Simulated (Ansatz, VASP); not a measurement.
## One calculation of GaP, two programs

```
Ga P
1.0
     0.00000    2.72540    2.77991
     2.72540    0.00000    2.77991
     2.72540    2.72540    0.00000
Ga P
1 1
Direct
  0.00000 0.00000 0.00000
  0.25000 0.25000 0.25000
```

Change from the starting cell: uniaxial_z strain +2.0%.

Alike in both runs: task single point; functional r2SCAN; k mesh 8 × 8 × 8; no spin polarisation.

|  | VASP | Ansatz |
| --- | --- | --- |
| version | VASP 6.6.1 | Ansatz 0.2.0 |
| potentials or method | VASP PAW PBE potentials, release 64 (Ga_d, P) | plane waves, PAW |
| plane-wave cutoff (eV) | 520 | 500 |
| occupations | gaussian, width 0.01 eV | fixed |
| valence electrons in the cell | 18 | 18 |

|  | VASP | Ansatz | Ansatz less VASP |
| --- | --- | --- | --- |
| gap on the k mesh at the Fermi level (eV) | 1.83 | 1.82 | -0.008 |
| pressure (GPa) | -1.7 | -1.6 | +0.07 |
| traceless stress, the component that is largest in VASP (GPa) | -1.11 | -1.11 | +0.001 |

VASP's potentials were made for PBE, not for r2SCAN.
